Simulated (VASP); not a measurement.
# AlCu3 (P2/m) in VASP: single point with r2SCAN

Aim: the single point of AlCu3 with r2SCAN.

All numbers are computed with VASP 6.6.1; they aren't measurements. Logs are shortened: lines on timing, memory, paths and dates and some standing lists are left out, and cuts for length are marked.

**1. The cell of the first run**

The typed cell holds 4 atoms: a = 3.642 Å, b = 3.642 Å, c = 3.648 Å, α = 90.00°, β = 86.57°, γ = 90.00°.

**2. Single point, r2SCAN (shear of c along a, cell held: +6.0 %)**

Input file POSCAR:

```
AlCu3
1.0
    3.6418163312      0.0000000000      0.0000000000
    0.0000000000      3.6418163312      0.0000000000
    0.2185089799      0.0000000000      3.6418163312
Al Cu
1 3
Direct
    0.0000000000      0.0000000000      0.0000000000
    0.5000000000      0.5000000000      0.0000000000
    0.5000000000      0.0000000000      0.5000000000
    0.0000000000      0.5000000000      0.5000000000
```

Input file INCAR.step1:

```
SYSTEM = AlCu3
  PREC = Accurate
  ENCUT = 520
  ISMEAR = 0
  SIGMA = 0.1
  LREAL = .FALSE.
  LASPH = .TRUE.
  NELM = 100
  NBANDS = 26
  GGA = PE
  ALGO = Normal
  EDIFF = 1E-4
  LWAVE = .TRUE.
  LCHARG = .FALSE.
  KPAR = 4
```

Input file INCAR.step2:

```
SYSTEM = AlCu3
  PREC = Accurate
  ENCUT = 520
  EDIFF = 1E-6
  ISMEAR = 0
  SIGMA = 0.1
  LREAL = .FALSE.
  LASPH = .TRUE.
  NELM = 100
  ALGO = Normal
  ISIF = 2
  LWAVE = .FALSE.
  LCHARG = .FALSE.
  METAGGA = R2SCAN
  LMIXTAU = .TRUE.
  NBANDS = 26
  ISTART = 1
  KPAR = 4
```

Input file KPOINTS:

```
Automatic mesh
0
G
  14 14 14
  0 0 0
```

Potentials or basis: VASP PAW PBE potentials, release 64 (Al, Cu).

The run is started by

```bash
> cat potpaw_PBE.64/Al/POTCAR potpaw_PBE.64/Cu/POTCAR > POTCAR
> cp INCAR.step1 INCAR
> mpirun -np 4 vasp_std > vasp.out
> cp INCAR.step2 INCAR
> mpirun -np 4 vasp_std > vasp.out
```

OUTCAR:

```text
SYSTEM = AlCu3
   PREC = Accurate
   ENCUT = 520
   EDIFF = 1E-6
   ISMEAR = 0
   LREAL = .FALSE.
   LASPH = .TRUE.
   NELM = 100
   ISIF = 2
   METAGGA = R2SCAN
   ISTART = 1

 ion  position               nearest neighbor table
   1  0.000  0.000  0.000-   3 2.50   3 2.50   2 2.58   2 2.58   2 2.58   2 2.58   4 2.58   4 2.58
                             4 2.58   4 2.58   3 2.65   3 2.65
   2  0.500  0.500  0.000-   4 2.50   4 2.50   1 2.58   1 2.58   1 2.58   1 2.58   3 2.58   3 2.58
                             3 2.58   3 2.58   4 2.65   4 2.65
   3  0.500  0.000  0.500-   1 2.50   1 2.50   4 2.58   4 2.58   4 2.58   4 2.58   2 2.58   2 2.58
                             2 2.58   2 2.58   1 2.65   1 2.65
   4  0.000  0.500  0.500-   2 2.50   2 2.50   3 2.58   3 2.58   3 2.58   3 2.58   1 2.58   1 2.58
                             1 2.58   1 2.58   2 2.65   2 2.65

  LATTYP: Found a simple monoclinic cell.
 ALAT       =     3.6418163312
 B/A-ratio  =     1.0000000000
 C/A-ratio  =     1.0017983829
 COS(beta)  =    -0.0598922907

  Lattice vectors:

 A1 = (   3.6418163312,   0.0000000000,   0.0000000000)
 A2 = (   0.0000000000,  -3.6418163312,   0.0000000000)
 A3 = (  -0.2185089799,   0.0000000000,  -3.6418163312)

Analysis of symmetry for initial positions (statically):
=====================================================================
 Subroutine PRICEL returns:
 Original cell was already a primitive cell.

 Routine SETGRP: Setting up the symmetry group for a
 simple monoclinic supercell.

 Subroutine GETGRP returns: Found  4 space group operations
 (whereof  4 operations were pure point group operations)
 out of a pool of  4 trial point group operations.

The static configuration has the point symmetry C_2h.

Analysis of symmetry for dynamics (positions and initial velocities):
=====================================================================
 Subroutine PRICEL returns:
 Original cell was already a primitive cell.

 Routine SETGRP: Setting up the symmetry group for a
 simple monoclinic supercell.

 Subroutine GETGRP returns: Found  4 space group operations
 (whereof  4 operations were pure point group operations)
 out of a pool of  4 trial point group operations.

The dynamic configuration has the point symmetry C_2h.

 Subroutine INISYM returns: Found  4 space group operations
 (whereof  4 operations are pure point group operations),
 and found     1 'primitive' translations

----------------------------------------------------------------------------------------

                                     Primitive cell

  volume of cell :      48.3008

  direct lattice vectors                    reciprocal lattice vectors
     3.641816331  0.000000000  0.000000000     0.274588257  0.000000000 -0.016475295
     0.000000000  3.641816331  0.000000000     0.000000000  0.274588257  0.000000000
     0.218508980  0.000000000  3.641816331     0.000000000  0.000000000  0.274588257

  length of vectors
     3.641816331  3.641816331  3.648365711     0.275082072  0.274588257  0.274588257

  position of ions in fractional coordinates (direct lattice)
     0.000000000  0.000000000  0.000000000
     0.500000000  0.500000000  0.000000000
     0.500000000  0.000000000  0.500000000
     0.000000000  0.500000000  0.500000000

  ion indices of the primitive-cell ions
   primitive index   ion index
                 1           1
                 2           2
                 3           3
                 4           4

----------------------------------------------------------------------------------------

 KPOINTS: Automatic mesh

Automatic generation of k-mesh.
 Grid dimensions read from file:
 generate k-points for:   14   14   14

 Generating k-lattice:

  Cartesian coordinates                     Fractional coordinates (reciprocal lattice)
     0.019613447  0.000000000 -0.001176807     0.071428571  0.000000000  0.000000000
     0.000000000  0.019613447  0.000000000     0.000000000  0.071428571  0.000000000
     0.000000000  0.000000000  0.019613447     0.000000000  0.000000000  0.071428571

  Length of vectors
     0.019648719  0.019613447  0.019613447

  Shift w.r.t. Gamma in fractional coordinates (k-lattice)
     0.000000000  0.000000000  0.000000000

 Subroutine IBZKPT returns following result:
 ===========================================

 Found    800 irreducible k-points:

 Following reciprocal coordinates:
            Coordinates               Weight
  0.000000  0.000000  0.000000      1.000000
  0.071429  0.000000  0.000000      2.000000
  0.142857  0.000000  0.000000      2.000000
  0.214286  0.000000  0.000000      2.000000
  0.285714  0.000000  0.000000      2.000000
  0.357143  0.000000  0.000000      2.000000
[... 16 lines left out ...]
  0.428571  0.142857  0.000000      4.000000
  0.500000  0.142857  0.000000      2.000000
 [... further k-points ...]
   k-points           NKPTS =    800   k-points in BZ     NKDIM =    800   number of bands    NBANDS=     26
   number of dos      NEDOS =    301   number of ions     NIONS =      4
   total plane-waves  NPLWV =  21952
   dimension x,y,z NGX =    28 NGY =   28 NGZ =   28
   dimension x,y,z NGXF=    56 NGYF=   56 NGZF=   56
   ions per type =               1   3
   NGX,Y,Z   is equivalent  to a cutoff of  12.78, 12.78, 12.76 a.u.
   NGXF,Y,Z  is equivalent  to a cutoff of  25.56, 25.56, 25.52 a.u.
 SYSTEM =  AlCu3
   PREC   = accura    normal or accurate (medium, high low for compatibility)
   ISTART =      1    job   : 0-new  1-cont  2-samecut
   ICHARG =      0    charge: 1-file 2-atom 10-const
   ISPIN  =      1    spin polarized calculation?
   LNONCOLLINEAR =      F non collinear calculations
   LSORBIT =      F    spin-orbit coupling
   LASPH  =      T    aspherical Exc in radial PAW
   ENCUT  =  520.0 eV  38.22 Ry    6.18 a.u.   6.77  6.77  6.78*2*pi/ulx,y,z
   NELM   =    100;   NELMIN=  2; NELMDL=  0     # of ELM steps
   EDIFF  = 0.1E-05   stopping-criterion for ELM
   LREAL  =      F    real-space projection
   EDIFFG = 0.1E-04   stopping-criterion for IOM
   NSW    =      0    number of steps for IOM
   IBRION =     -1    ionic relax: 0-MD 1-quasi-New 2-CG
   NFREE  =      0    steps in history (QN), initial steepest desc. (CG)
   ISIF   =      2    stress and relaxation
   ISYM   =      2    0-nonsym 1-usesym 2-fastsym
   POTIM  = 0.5000    time-step for ionic-motion
   TEBEG  =    0.0;   TEEND  =   0.0 temperature during run
   PSTRESS=    0.0 pullay stress
   NELECT =      36.0000    total number of electrons
   NUPDOWN=      -1.0000    fix difference up-down
   EMIN   =  10.00;   EMAX   =-10.00  energy-range for DOS
   EFERMI =   0.00;   METHOD = LEGACY
   ISMEAR =     0;   SIGMA  =   0.10  broadening in eV -4-tet -1-fermi 0-gaus
   EFERMI_NEDOS =   21; number of points for ismear=-14 and -15
   IALGO  =     38    algorithm
   IMIX   =      4    mixing-type and parameters
     AMIX     =   0.40;   BMIX     =  1.00
     AMIX_MAG =   1.60;   BMIX_MAG =  1.00
  volume/ion in A,a.u.               =      12.08        81.49
  Fermi-wavevector in a.u.,A,eV,Ry     =   1.484309  2.804937 29.975987  2.203173
  Thomas-Fermi vector in A             =   2.597862
   LORBIT       =      0    0 simple, 1 ext, 2 COOP (PROOUT), +10 PAW based schemes
   METAGGA = R2SCAN    functional components
   LHFCALC =     F    Hartree Fock is set to
   AEXX    =    0.0000 exact exchange contribution
   IVDW    =     0    specifies the selected vdW correction
   LEPSILON=     F    determine dielectric tensor
   LRPA    =     F    only Hartree local field effects (RPA)
 non-spin polarized calculation
 Gauss-broadening in eV      SIGMA  =   0.10
  energy-cutoff  :      520.00
  volume of cell :       48.30
 maximum number of plane-waves:      1320
   NGX = 13   NGY = 13   NGZ = 13

 number of electron      35.9999990 magnetization

 Free energy of the ion-electron system (eV)
  ---------------------------------------------------
  ext. energy  EPLUGINS =         0.00000000
  ---------------------------------------------------
  free energy    TOTEN  =       -39.92092010 eV

  energy without entropy =      -39.91518476  energy(sigma->0) =      -39.91805243

 E-fermi :   8.5146     XC(G=0): -13.3335

 val. band max:        8.5126388642   @ k =   0.2143   0.3571   0.1429
 cond. band min:       8.5147354451   @ k =  -0.4286   0.0000   0.2143
 fundamental gap:      0.0020965808
 Fermi energy:         8.5145591459

 k-point     1 :       0.0000    0.0000    0.0000
  band No.  band energies     occupation
      1      -2.6343      2.00000
      2       2.9373      2.00000
      3       3.5006      2.00000
      4       3.5097      2.00000
      5       3.7751      2.00000
      6       3.7985      2.00000
[... 18 lines left out ...]
     25      20.1430      0.00000
     26      20.6947      0.00000

 k-point     2 :       0.0714    0.0000    0.0000
  band No.  band energies     occupation
      1      -2.5720      2.00000
      2       2.9547      2.00000
      3       3.4804      2.00000
      4       3.5351      2.00000
      5       3.7868      2.00000
      6       3.8070      2.00000
[... 18 lines left out ...]
     25      19.9481      0.00000
     26      20.4981      0.00000

 k-point     3 :       0.1429    0.0000    0.0000
  band No.  band energies     occupation
      1      -2.3860      2.00000
      2       2.9878      2.00000
      3       3.3965      2.00000
      4       3.6295      2.00000
      5       3.8202      2.00000
      6       3.8320      2.00000
[... 572 lines left out ...]
 k-point    23 :       0.4286    0.1429    0.0000
  band No.  band energies     occupation
      1      -0.2982      2.00000
      2       1.3212      2.00000
      3       3.6617      2.00000
      4       3.8787      2.00000
      5       3.9692      2.00000
      6       4.1700      2.00000
[... 18 lines left out ...]
     25      18.7972      0.00000
     26      19.8857      0.00000

 k-point    24 :       0.5000    0.1429    0.0000
  band No.  band energies     occupation
      1       0.1515      2.00000
      2       0.8246      2.00000
      3       3.7170      2.00000
      4       3.8662      2.00000
      5       3.9960      2.00000
      6       4.1592      2.00000
[... 18 lines left out ...]
     25      18.5559      0.00000
     26      20.0914      0.00000

 [... further k-points ...]

------------------------ aborting loop because EDIFF is reached ----------------------------------------

  FORCE on cell =-STRESS in cart. coord.  units (eV):
  Direction    XX          YY          ZZ          XY          YZ          ZX
  --------------------------------------------------------------------------------------
  -------------------------------------------------------------------------------------
  Total        0.2046955      0.1141476      0.4258580      0.0000000      0.0000000     -1.8424313
  in kB        6.7899223      3.7863723     14.1260683      0.0000000      0.0000000    -61.1149926
  external PRESSURE =       8.2341210 kB  Pullay stress =       0.0000000 kB

 VOLUME and BASIS-vectors are now :
 -----------------------------------------------------------------------------
  energy-cutoff  :      520.00
  volume of cell :       48.30
      direct lattice vectors                 reciprocal lattice vectors
     3.641816331  0.000000000  0.000000000     0.274588257  0.000000000 -0.016475295
     0.000000000  3.641816331  0.000000000     0.000000000  0.274588257  0.000000000
     0.218508980  0.000000000  3.641816331     0.000000000  0.000000000  0.274588257

 POSITION                                       TOTAL-FORCE (eV/Angst)
 -----------------------------------------------------------------------------------
      0.00000      0.00000      0.00000        -0.000000      0.000000      0.000000
      1.82091      1.82091      0.00000         0.000000      0.000000      0.000000
      1.93016      0.00000      1.82091        -0.000000      0.000000      0.000000
      0.10925      1.82091      1.82091        -0.000000      0.000000      0.000000
 -----------------------------------------------------------------------------------
    total drift:                                0.000000      0.000000      0.000000

  FREE ENERGIE OF THE ION-ELECTRON SYSTEM (eV)
  ---------------------------------------------------
  free  energy   TOTEN  =       -39.9209201028 eV

  energy  without entropy=      -39.9151847569  energy(sigma->0) =      -39.91805243
```

Wall time 17 min (4 MPI ranks of Oxide Virtual Turin-like, shared host); peak memory 0.8 GiB.

What came out:

```yaml
Free_energy: -39.9209 eV
Pressure: 0.8 GPa
Band_gap_on_the_k_mesh: zero (bands 18 and 19 overlap by 5.71 eV)
```

Stress tensor (GPa, compression positive):
```
 0.68  0.00 -6.11
 0.00  0.38  0.00
-6.11  0.00  1.41
```

Levels at points of the mesh, in eV from the Fermi level:
```csv
k point,band 16,band 17,band 18,band 19,band 20,band 21
"(0.00, 0.00, 0.00)",-2.13,-0.37,-0.30,-0.20,4.56,4.59
"(0.50, 0.00, 0.00)",-2.62,-2.16,3.84,3.86,3.98,4.10
"(0.00, 0.50, 0.00)",-2.61,-2.15,3.69,3.94,4.25,4.29
"(0.50, 0.50, 0.00)",-2.86,-2.43,-1.29,-1.28,6.39,6.51
"(0.00, 0.00, 0.50)",-2.62,-2.15,3.86,3.88,3.96,4.10
"(0.50, 0.00, 0.50)",-2.82,-2.42,-1.52,-1.05,6.40,6.60
"(0.00, 0.50, 0.50)",-2.86,-2.43,-1.29,-1.29,6.42,6.53
"(0.50, 0.50, 0.50)",-2.42,-2.34,-2.27,-1.39,1.34,1.50
```

Caveat: the cell differs from its parent crystal (shear of c along a, cell held: +6.0 %); the PAW data sets were made with another functional, which shifts forces and pressure a little.
